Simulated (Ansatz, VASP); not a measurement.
Two plane-wave programs on Ca7Y

Contents of INCAR:

```
  PREC = Accurate
  ENCUT = 520
  EDIFF = 1E-6
  ISMEAR = 0
  SIGMA = 0.1
  LREAL = False
  LASPH = True
  NELM = 80
  ALGO = Fast
  ISIF = 2
  LWAVE = False
  LCHARG = False
  GGA = PE
  NBANDS = 50
```

Contents of KPOINTS:

```
Automatic mesh
0
Gamma
  4 4 4
```

File POSCAR:

```
Ca7Y
1.0
    7.0400000000      0.0000000000      0.0000000000
    0.0000000000      7.0400000000      0.0000000000
    0.0000000000      0.0000000000      7.0400000000
Ca Y
7 1
Direct
    0.5000000000      0.5000000000      0.0000000000
    0.0000000000      0.5000000000      0.5000000000
    0.5000000000      0.0000000000      0.5000000000
    0.5000000000      0.5000000000      0.5000000000
    0.5000000000      0.0000000000      0.0000000000
    0.0000000000      0.5000000000      0.0000000000
    0.0000000000      0.0000000000      0.5000000000
    0.0000000000      0.0000000000      0.0000000000
```

Input for Ansatz:

```yaml
crystal:
  lattice:
    - [7.04, 0.0, 0.0]
    - [0.0, 7.04, 0.0]
    - [0.0, 0.0, 7.04]
  atoms:
    - { symbol: Ca, position: [0.5, 0.5, 0.0] }
    - { symbol: Ca, position: [0.0, 0.5, 0.5] }
    - { symbol: Ca, position: [0.5, 0.0, 0.5] }
    - { symbol: Ca, position: [0.5, 0.5, 0.5] }
    - { symbol: Ca, position: [0.5, 0.0, 0.0] }
    - { symbol: Ca, position: [0.0, 0.5, 0.0] }
    - { symbol: Ca, position: [0.0, 0.0, 0.5] }
    - { symbol: "Y", position: [0.0, 0.0, 0.0] }
basis:
  ecutwfc: 420
kpoints:
  mp_grid: { grid: [4, 4, 4] }
hamiltonian:
  xc: pbe
scf:
  occupations: { method: gaussian, width: 0.1 }
  lower_state_search: "off"
output:
  forces: true
  stress: true
  eigenvalues: true
```

Alike in both runs: task single point; functional PBE; k mesh 4 × 4 × 4; occupations gaussian, width 0.1 eV; no spin polarisation.

```csv
,VASP,Ansatz
version,VASP 6.6.1,Ansatz 0.2.0
potentials or method,"VASP PAW PBE potentials, release 64 (Ca_sv, Y_sv), cutoff 520 eV","scalar-relativistic, plane waves, PAW"
valence electrons in the cell,81,81
```

VASP gave:

- gap on the k mesh at the Fermi level (eV): none
- pressure (GPa): -0.5

Task: What did Ansatz give for the same quantities?

Result: gap on the k mesh at the Fermi level (eV): none; pressure (GPa): -0.6.

A gap of «none» marks a metal or a gap that the smearing closes. With one functional, cell and mesh, what is left measures potentials, basis and numerics.
